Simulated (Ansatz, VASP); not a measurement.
## Two plane-wave programs on WS2

```
W S
1.0
     3.15417    0.00000    0.00000
    -1.57708    2.73159    0.00000
     0.00000    0.00000   12.25921
W S
2 4
Cartesian
  0.0000 1.8211 3.0648
  1.5771 0.9105 9.1944
  0.0000 1.8211 7.8705
  1.5771 0.9105 1.7409
  0.0000 1.8211 10.5183
  1.5771 0.9105 4.3887
```

Alike in both runs: task single point; functional LDA; k mesh 12 × 12 × 4; occupations gaussian, width 0.05 eV; no spin polarisation.

|  | VASP | Ansatz |
| --- | --- | --- |
| version | VASP 6.6.1 | Ansatz 0.2.0 |
| potentials or method | VASP PAW LDA potentials, release 64 (W_sv, S), cutoff 520 eV | scalar-relativistic, plane waves, PAW |
| valence electrons in the cell | 52 | 52 |

|  | VASP | Ansatz | Ansatz less VASP |
| --- | --- | --- | --- |
| gap on the k mesh at the Fermi level (eV) | none | none | - |
| rms of the force components (eV/Å) | 2.953 | 2.933 | -0.0200 |

Ansatz warns that its potentials were made for another functional, while VASP's fit it. LDA's correlation is that of Perdew and Zunger in VASP and of Perdew and Wang (1992) in Ansatz. Atom by atom the forces differ by 0.020 eV/Å (rms over components). A gap of «none» marks a metal or a gap that the smearing closes.

Spin-orbit coupling is off throughout.
